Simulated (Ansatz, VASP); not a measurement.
## Al: VASP beside Ansatz

INCAR

```
PREC = Accurate ; ENCUT = 520
EDIFF = 1E-7 ; ISMEAR = 0
SIGMA = 0.1 ; LREAL = False
LASPH = True ; NELM = 80
ALGO = Normal ; ISIF = 2
LWAVE = False ; LCHARG = False
LDIPOL = True ; IDIPOL = 3
DIPOL = 0.5 0.5 0.500 ; GGA = PE
NBANDS = 22
```

File KPOINTS:

```
Automatic mesh
0
Gamma
  1 9 1
```

The input POSCAR:

```
Al
1.0
    2.8571513840      0.0000000000      0.0000000000
    0.0000000000      4.0406222370      0.0000000000
    0.0000000000      0.0000000000     25.0000298441
Al
8
Direct
    0.5000000000      0.5000000000      0.2999996419
    0.0000000000      0.0000000000      0.3571426013
    0.5000000000      0.5000000000      0.4142855608
    0.0000000000      0.0000000000      0.4714285203
    0.5000000000      0.5000000000      0.5285714797
    0.0000000000      0.0000000000      0.5857144392
    0.5000000000      0.5000000000      0.6428573987
    0.0000000000      0.0000000000      0.7000003581
```

Input for Ansatz:

```yaml
crystal:
  lattice:
    - [2.857151384, 0.0, 0.0]
    - [0.0, 4.040622237, 0.0]
    - [0.0, 0.0, 25.0000298441]
  atoms:
    - { symbol: Al, position: [0.5, 0.5, 0.2999996419] }
    - { symbol: Al, position: [0.0, 0.0, 0.3571426013] }
    - { symbol: Al, position: [0.5, 0.5, 0.4142855608] }
    - { symbol: Al, position: [0.0, 0.0, 0.4714285203] }
    - { symbol: Al, position: [0.5, 0.5, 0.5285714797] }
    - { symbol: Al, position: [0.0, 0.0, 0.5857144392] }
    - { symbol: Al, position: [0.5, 0.5, 0.6428573987] }
    - { symbol: Al, position: [0.0, 0.0, 0.7000003581] }
basis:
  ecutwfc: 420
kpoints:
  mp_grid: { grid: [1, 9, 1] }
hamiltonian:
  xc: pbe
scf:
  occupations: { method: gaussian, width: 0.1 }
output:
  forces: true
  stress: true
  eigenvalues: true
efield:
  axis: 3
  dipole_correction: true
  ramp_width: 0.04
```

Alike in both runs: task single point; functional PBE; k mesh 1 × 9 × 1; occupations gaussian, width 0.1 eV; no spin polarisation.

```csv
,VASP,Ansatz
version,VASP 6.6.1,Ansatz 0.2.0
potentials or method,"VASP PAW PBE potentials, release 64 (Al), cutoff 520 eV","scalar-relativistic, plane waves, PAW"
valence electrons in the cell,24,24
```

|  | VASP | Ansatz | Ansatz less VASP |
| --- | --- | --- | --- |
| gap on the k mesh at the Fermi level (eV) | 0.44 | 0.44 | -0.003 |
| least direct gap on the mesh (eV) | 0.79 | 0.79 | -0.002 |
| rms of the force components (eV/Å) | 0.686 | 0.687 | +0.0014 |

Atom by atom the forces differ by 0.003 eV/Å (rms over components). With one functional, cell and mesh, what is left measures potentials, basis and numerics.
